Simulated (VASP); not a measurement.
# Ge (Fd-3m) in VASP: a series of runs

The runs below take Ge through relaxation of cell and atoms, with LDA, r2SCAN.

All numbers are computed with VASP 6.6.1; they aren't measurements. Logs are shortened: lines on timing, memory, paths and dates and some standing lists are left out, and cuts for length are marked.

### 1 The cell of the first run

The structure is cubic, space group Fd-3m (No. 227). The conventional cell has a = 5.761 Å, b = 5.761 Å, c = 5.761 Å, α = 90.00°, β = 90.00°, γ = 90.00°. Ge (site symmetry -43m) has 4 Ge at 2.49 Å within 3.3 Å.

### 2 Relaxation of cell and atoms, LDA

File INCAR:

```
SYSTEM = Ge
ALGO = Normal
EDIFF = 1E-6
EDIFFG = -0.005
ENCUT = 600
GGA = CA
IBRION = 2
ISIF = 3
ISMEAR = -1
LASPH = .True.
LCHARG = .False.
LREAL = .False.
LWAVE = .False.
NELM = 60
NSW = 80
PREC = Accurate
SIGMA = 0.02
```

File KPOINTS:

```
k-points
0
Gamma
  8 8 8
  0 0 0
```

File POSCAR:

```
Ge
1.0
    0.0000000000      2.8805995821      2.8805995821
    2.8805995821      0.0000000000      2.8805995821
    2.8805995821      2.8805995821      0.0000000000
Ge
2
Direct
    0.0000000000      0.0000000000      0.0000000000
    0.2500000000      0.2500000000      0.2500000000
```

Potentials or basis: VASP PAW LDA potentials, release 64 (Ge_d).

Started as:

```bash
$ cat potpaw_LDA.64/Ge_d/POTCAR > POTCAR
$ mpirun -np 1 vasp_std > vasp.out
```

OUTCAR:

```text
SYSTEM = Ge
   EDIFF = 1E-6
   EDIFFG = -0.005
   ENCUT = 600
   GGA = CA
   IBRION = 2
   ISIF = 3
   ISMEAR = -1
   LASPH = .True.
   LREAL = .False.
   NELM = 60
   NSW = 80
   PREC = Accurate

 ion  position               nearest neighbor table
   1  0.000  0.000  0.000-   2 2.49   2 2.49   2 2.49   2 2.49
   2  0.250  0.250  0.250-   1 2.49   1 2.49   1 2.49   1 2.49

  LATTYP: Found a face centered cubic cell.
 ALAT       =     5.7611991642

  Lattice vectors:

 A1 = (   0.0000000000,   2.8805995821,   2.8805995821)
 A2 = (   2.8805995821,   0.0000000000,   2.8805995821)
 A3 = (   2.8805995821,   2.8805995821,   0.0000000000)

Analysis of symmetry for initial positions (statically):
=====================================================================
 Subroutine PRICEL returns:
 Original cell was already a primitive cell.

 Routine SETGRP: Setting up the symmetry group for a
 face centered cubic supercell.

 Subroutine GETGRP returns: Found 48 space group operations
 (whereof 24 operations were pure point group operations)
 out of a pool of 48 trial point group operations.

The static configuration has the point symmetry T_d .
 The point group associated with its full space group is O_h .

Analysis of symmetry for dynamics (positions and initial velocities):
=====================================================================
 Subroutine PRICEL returns:
 Original cell was already a primitive cell.

 Routine SETGRP: Setting up the symmetry group for a
 face centered cubic supercell.

 Subroutine GETGRP returns: Found 48 space group operations
 (whereof 24 operations were pure point group operations)
 out of a pool of 48 trial point group operations.

The dynamic configuration has the point symmetry T_d .
 The point group associated with its full space group is O_h .

 Subroutine INISYM returns: Found 48 space group operations
 (whereof 24 operations are pure point group operations),
 and found     1 'primitive' translations

----------------------------------------------------------------------------------------

                                     Primitive cell

  volume of cell :      47.8056

  direct lattice vectors                    reciprocal lattice vectors
     0.000000000  2.880599582  2.880599582    -0.173574975  0.173574975  0.173574975
     2.880599582  0.000000000  2.880599582     0.173574975 -0.173574975  0.173574975
     2.880599582  2.880599582  0.000000000     0.173574975  0.173574975 -0.173574975

  length of vectors
     4.073782997  4.073782997  4.073782997     0.300640675  0.300640675  0.300640675

  position of ions in fractional coordinates (direct lattice)
     0.000000000  0.000000000  0.000000000
     0.250000000  0.250000000  0.250000000

  ion indices of the primitive-cell ions
   primitive index   ion index
                 1           1
                 2           2

----------------------------------------------------------------------------------------

 KPOINTS: k-points

Automatic generation of k-mesh.
 Grid dimensions read from file:
 generate k-points for:    8    8    8

 Generating k-lattice:

  Cartesian coordinates                     Fractional coordinates (reciprocal lattice)
    -0.021696872  0.021696872  0.021696872     0.125000000  0.000000000  0.000000000
     0.021696872 -0.021696872  0.021696872     0.000000000  0.125000000  0.000000000
     0.021696872  0.021696872 -0.021696872     0.000000000  0.000000000  0.125000000

  Length of vectors
     0.037580084  0.037580084  0.037580084

  Shift w.r.t. Gamma in fractional coordinates (k-lattice)
     0.000000000  0.000000000  0.000000000

 Subroutine IBZKPT returns following result:
 ===========================================

 Found     29 irreducible k-points:

 Following reciprocal coordinates:
            Coordinates               Weight
  0.000000  0.000000  0.000000      1.000000
  0.125000  0.000000  0.000000      8.000000
  0.250000  0.000000  0.000000      8.000000
  0.375000  0.000000  0.000000      8.000000
  0.500000  0.000000  0.000000      4.000000
  0.125000  0.125000  0.000000      6.000000
[... 16 lines left out ...]
  0.500000  0.250000  0.125000     48.000000
 -0.375000  0.250000  0.125000     24.000000
 [... further k-points ...]
   k-points           NKPTS =     29   k-points in BZ     NKDIM =     29   number of bands    NBANDS=     18
   number of dos      NEDOS =    301   number of ions     NIONS =      2
   total plane-waves  NPLWV =  46656
   dimension x,y,z NGX =    36 NGY =   36 NGZ =   36
   dimension x,y,z NGXF=    72 NGYF=   72 NGZF=   72
   ions per type =               2
   NGX,Y,Z   is equivalent  to a cutoff of  14.69, 14.69, 14.69 a.u.
   NGXF,Y,Z  is equivalent  to a cutoff of  29.38, 29.38, 29.38 a.u.
 SYSTEM =  Ge
   PREC   = accura    normal or accurate (medium, high low for compatibility)
   ISTART =      0    job   : 0-new  1-cont  2-samecut
   ICHARG =      2    charge: 1-file 2-atom 10-const
   ISPIN  =      1    spin polarized calculation?
   LNONCOLLINEAR =      F non collinear calculations
   LSORBIT =      F    spin-orbit coupling
   LASPH  =      T    aspherical Exc in radial PAW
   ENCUT  =  600.0 eV  44.10 Ry    6.64 a.u.   8.14  8.14  8.14*2*pi/ulx,y,z
   NELM   =     60;   NELMIN=  2; NELMDL= -5     # of ELM steps
   EDIFF  = 0.1E-05   stopping-criterion for ELM
   LREAL  =      F    real-space projection
   EDIFFG = -.5E-02   stopping-criterion for IOM
   NSW    =     80    number of steps for IOM
   IBRION =      2    ionic relax: 0-MD 1-quasi-New 2-CG
   NFREE  =      1    steps in history (QN), initial steepest desc. (CG)
   ISIF   =      3    stress and relaxation
   ISYM   =      2    0-nonsym 1-usesym 2-fastsym
   POTIM  = 0.5000    time-step for ionic-motion
   TEBEG  =    0.0;   TEEND  =   0.0 temperature during run
   PSTRESS=    0.0 pullay stress
   NELECT =      28.0000    total number of electrons
   NUPDOWN=      -1.0000    fix difference up-down
   EMIN   =  10.00;   EMAX   =-10.00  energy-range for DOS
   EFERMI =   0.00;   METHOD = LEGACY
   ISMEAR =    -1;   SIGMA  =   0.02  broadening in eV -4-tet -1-fermi 0-gaus
   EFERMI_NEDOS =   21; number of points for ismear=-14 and -15
   IALGO  =     38    algorithm
   IMIX   =      4    mixing-type and parameters
     AMIX     =   0.40;   BMIX     =  1.00
     AMIX_MAG =   1.60;   BMIX_MAG =  1.00
  volume/ion in A,a.u.               =      23.90       161.30
  Fermi-wavevector in a.u.,A,eV,Ry     =   1.369729  2.588412 25.526669  1.876157
  Thomas-Fermi vector in A             =   2.495578
   LORBIT       =      0    0 simple, 1 ext, 2 COOP (PROOUT), +10 PAW based schemes
   GGA     = CA    functional components
   LHFCALC =     F    Hartree Fock is set to
   AEXX    =    0.0000 exact exchange contribution
   IVDW    =     0    specifies the selected vdW correction
   LEPSILON=     F    determine dielectric tensor
   LRPA    =     F    only Hartree local field effects (RPA)
 conjugate gradient relaxation of ions
 non-spin polarized calculation
  energy-cutoff  :      600.00
  volume of cell :       47.81
 maximum number of plane-waves:      1639
 NGX is ok and might be reduce to    36
   NGX = 17   NGY = 17   NGZ = 17

--------------------------------------- Ionic step        1  -------------------------------------------

 number of electron      28.0000001 magnetization

 Free energy of the ion-electron system (eV)
  ---------------------------------------------------
  ext. energy  EPLUGINS =         0.00000000
  ---------------------------------------------------
  free energy    TOTEN  =       -10.33371673 eV

  energy without entropy =      -10.33348084  energy(sigma->0) =      -10.33359878

 E-fermi :   4.1153     XC(G=0): -10.0345

 val. band max:        3.8987474975   @ k =   0.1250   0.0000   0.0000
 cond. band min:       4.1160982584   @ k =   0.5000   0.0000   0.0000
 fundamental gap:      0.2173507609
 Fermi energy:         4.1153364734

 k-point     1 :       0.0000    0.0000    0.0000
  band No.  band energies     occupation
      1     -20.6591      2.00000
      2     -20.6591      2.00000
      3     -20.6591      2.00000
      4     -20.6264      2.00000
      5     -20.6264      2.00000
      6     -20.4435      2.00000
[... 10 lines left out ...]
     17       6.7096      0.00000
     18       6.7096      0.00000
[... 466 lines left out ...]
      2     -20.6886      2.00000
      3     -20.6162      2.00000
      4     -20.5728      2.00000
      5     -20.5613      2.00000
      6     -20.5138      2.00000
[... 10 lines left out ...]
     17       9.7521      0.00000
     18      10.8077      0.00000

 [... further k-points ...]
[... 5 lines left out ...]
  --------------------------------------------------------------------------------------
  -------------------------------------------------------------------------------------
  Total       -1.2893743     -1.2893743     -1.2893743      0.0000000      0.0000000      0.0000000
  in kB      -43.2126527    -43.2126527    -43.2126527      0.0000000      0.0000000      0.0000000
  external PRESSURE =     -43.2126527 kB  Pullay stress =       0.0000000 kB
[... 201 lines left out ...]
  energy  without entropy=      -10.3808375974  energy(sigma->0) =      -10.38093415

--------------------------------------- Ionic step        7  -------------------------------------------

 number of electron      28.0000001 magnetization

 Free energy of the ion-electron system (eV)
  ---------------------------------------------------
  ext. energy  EPLUGINS =         0.00000000
  ---------------------------------------------------
  free energy    TOTEN  =       -10.38103197 eV

  energy without entropy =      -10.38083939  energy(sigma->0) =      -10.38093568

 E-fermi :   4.9206     XC(G=0): -10.3688

 val. band max:        4.9097256377   @ k =   0.0000   0.0000   0.0000
 cond. band min:       5.0138806778   @ k =   0.5000   0.0000   0.0000
 fundamental gap:      0.1041550401
 Fermi energy:         4.9206441673

 k-point     1 :       0.0000    0.0000    0.0000
  band No.  band energies     occupation
      1     -20.0689      2.00000
      2     -20.0689      2.00000
      3     -20.0689      2.00000
      4     -20.0309      2.00000
      5     -20.0309      2.00000
      6     -19.8107      2.00000
[... 10 lines left out ...]
     17       7.4292      0.00000
     18       7.4292      0.00000
[... 466 lines left out ...]
      2     -20.1044      2.00000
      3     -20.0184      2.00000
      4     -19.9658      2.00000
      5     -19.9513      2.00000
      6     -19.8943      2.00000
[... 10 lines left out ...]
     17      10.7033      0.00000
     18      11.8354      0.00000

 [... further k-points ...]
[... 5 lines left out ...]
  --------------------------------------------------------------------------------------
  -------------------------------------------------------------------------------------
  Total       -0.0012377     -0.0012377     -0.0012377     -0.0000000     -0.0000000     -0.0000000
  in kB       -0.0445577     -0.0445577     -0.0445577     -0.0000000     -0.0000000     -0.0000000
  external PRESSURE =      -0.0445577 kB  Pullay stress =       0.0000000 kB
[... 17 lines left out ...]
  FREE ENERGIE OF THE ION-ELECTRON SYSTEM (eV)
  ---------------------------------------------------
  free  energy   TOTEN  =       -10.3810319670 eV

  energy  without entropy=      -10.3808393939  energy(sigma->0) =      -10.38093568

 reached required accuracy - stopping structural energy minimisation
```

Wall time 56 s (1 thread of Intel Xeon 6975P-C (Granite Rapids), shared host); peak memory 0.18 GiB.

What came out:

```
Free energy                           : -10.3810 eV
Relaxed volume                        : 22.25 Å³/atom
Relaxed cell                          : a = 3.978 Å, b = 3.978 Å, c = 3.978 Å, α = 60.00°, β = 60.00°, γ = 60.00°
Space group after relaxing (to 0.1 Å) : Fd-3m (No. 227)
Energy gained by relaxing             : 23.7 meV/atom
Ionic steps                           : 7
Pressure after relaxing               : 0.0 GPa
Band gap on the k mesh                : 0.01 eV
```

Step by step:
| step | energy change (eV) | largest force (eV/Å) | pressure (GPa) | volume (Å³) |
| --- | --- | --- | --- | --- |
| 1 | 0.0000 | 0.0000 | -4.32 | 47.81 |
| 2 | -0.0423 | 0.0000 | 1.40 | 43.48 |
| 3 | -0.0473 | 0.0000 | 0.15 | 44.44 |
| 4 | -0.0473 | 0.0000 | -0.29 | 44.54 |
| 5 | -0.0473 | 0.0000 | -0.16 | 44.53 |
| 6 | -0.0473 | 0.0000 | -0.04 | 44.51 |
| 7 | -0.0473 | 0.0000 | 0.00 | 44.50 |

Final structure:
```xyz
2
Lattice="0.0000 2.8127 2.8127 2.8127 0.0000 2.8127 2.8127 2.8127 0.0000" Properties=species:S:1:pos:R:3 pbc="T T T"
Ge    5.6254    2.8127    2.8127
Ge    1.4063    1.4063    1.4063
```

Caveat: the smearing spreads over this small gap; semilocal functionals underestimate gaps, and a narrow one can read as zero. LDA usually gives volumes a few per cent too small.

### 3 Relaxation of cell and atoms, r2SCAN

POSCAR is that of step 2.

File INCAR.step1:

```
PREC = Accurate
ENCUT = 600
ISMEAR = -1
SIGMA = 0.02
LREAL = F
LASPH = T
NELM = 80
GGA = PE
ALGO = Normal
EDIFF = 1E-4
LWAVE = T
LCHARG = F
```

File INCAR.step2:

```
PREC = Accurate
ENCUT = 600
EDIFF = 1E-7
ISMEAR = -1
SIGMA = 0.02
LREAL = F
LASPH = T
NELM = 80
ALGO = Normal
ISIF = 3
LWAVE = F
LCHARG = F
METAGGA = R2SCAN
LMIXTAU = T
IBRION = 2
NSW = 80
EDIFFG = -0.005
ISTART = 1
```

File KPOINTS:

```
Automatic mesh
0
Gamma
  8 8 8
```

Potentials or basis: VASP PAW PBE potentials, release 64 (Ge_d).

Started as:

```bash
$ cat potpaw_PBE.64/Ge_d/POTCAR > POTCAR
$ cp INCAR.step1 INCAR
$ mpirun -np 1 vasp_std > vasp.out
$ cp INCAR.step2 INCAR
$ mpirun -np 1 vasp_std > vasp.out
```

It took 3.8 min on 1 thread of Intel Xeon 6975P-C (Granite Rapids), shared host; peak memory 0.24 GiB.

It converged, with:

```yaml
Free_energy: -27.7381 eV
Relaxed_volume: 22.86 Å³/atom
Relaxed_cell: a = 4.014 Å, b = 4.014 Å, c = 4.014 Å, α = 60.00°, β = 60.00°, γ = 60.00°
Space_group_after_relaxing_to_0.1_Å: Fd-3m (No. 227)
Energy_gained_by_relaxing: 9.7 meV/atom
Ionic_steps: 4
Pressure_after_relaxing: 0.0 GPa
Band_gap_on_the_k_mesh: 0.31 eV
```

The path:
```tsv
step	energy change (eV)	largest force (eV/Å)	pressure (GPa)	volume (Å³)
1	0.0000	0.0000	-2.77	47.81
2	-0.0171	0.0000	1.07	45.01
3	-0.0195	0.0000	0.05	45.68
4	-0.0195	0.0000	-0.02	45.72
```

Final structure:
```yaml
crystal:
  lattice:
    - [0.00000, 2.83808, 2.83808]
    - [2.83808, 0.00000, 2.83808]
    - [2.83808, 2.83808, 0.00000]
  atoms:
    - { symbol: Ge, position: [0.00000, 0.00000, 0.00000] }
    - { symbol: Ge, position: [0.25000, 0.25000, 0.25000] }
```

Levels at points of the mesh, in eV from the valence-band top:
| k point | band 11 | band 12 | band 13 | band 14 | band 15 | band 16 | band 17 | band 18 |
| --- | --- | --- | --- | --- | --- | --- | --- | --- |
| (0.00, 0.00, 0.00) | -13.23 | 0.00 | 0.00 | 0.00 | 0.31 | 2.71 | 2.71 | 2.71 |
| (0.50, 0.00, 0.00) | -11.06 | -7.82 | -1.47 | -1.47 | 0.41 | 3.99 | 3.99 | 7.65 |
| (0.50, 0.50, 0.00) | -9.18 | -9.18 | -3.19 | -3.19 | 0.98 | 0.98 | 10.02 | 10.02 |

Caveat: semilocal functionals underestimate gaps, and a narrow one can read as zero; the PAW data sets were made with another functional, which shifts forces and pressure a little. A k mesh can miss the band edges.

The gap in the log of VASP goes by the Fermi energy; the results here count the filled bands.